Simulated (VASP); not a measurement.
Here is a VASP 6.6.1 calculation.

The input INCAR:

```
ALGO = Normal ; EDIFF = 1E-6
ENCUT = 520 ; GGA = PS
ISIF = 2 ; ISMEAR = 0
LASPH = T ; LCHARG = T
LELF = T ; LREAL = F
LVHAR = T ; LWAVE = F
NBANDS = 18 ; NELM = 60
PREC = Accurate ; SIGMA = 0.1
```

KPOINTS

```
k-points
0
Gamma
  11 11 6
```

POSCAR

```
Ta
1.0
    2.9003720000      0.0000000000      0.0000000000
   -1.4501860000      2.5117960000      0.0000000000
    0.0000000000      0.0000000000      5.1662740000
Ta
2
Direct
    0.6666666667      0.3333333333      0.7500000000
    0.3333333333      0.6666666667      0.2500000000
```

Potentials or basis: VASP PAW PBE potentials, release 64 (Ta_pv).

Command:

```sh
$ cat potpaw_PBE.64/Ta_pv/POTCAR > POTCAR
$ mpirun -np 1 vasp_std > vasp.out
```

Task: What does it give for the pressure?

Result: -7.1 GPa.

Task: Predict the band gap on the k mesh.

Result: Zero (bands 11 and 12 overlap by 2.13 eV).

Stress tensor (GPa, compression positive):
```
-7.33  0.00  0.00
 0.00 -7.33  0.00
 0.00  0.00 -6.70
```

Caveat: the cell stands under tension; the PAW data sets were made with another functional, which shifts forces and pressure a little; spin-orbit coupling is left out, which moves the levels of the heavy elements.
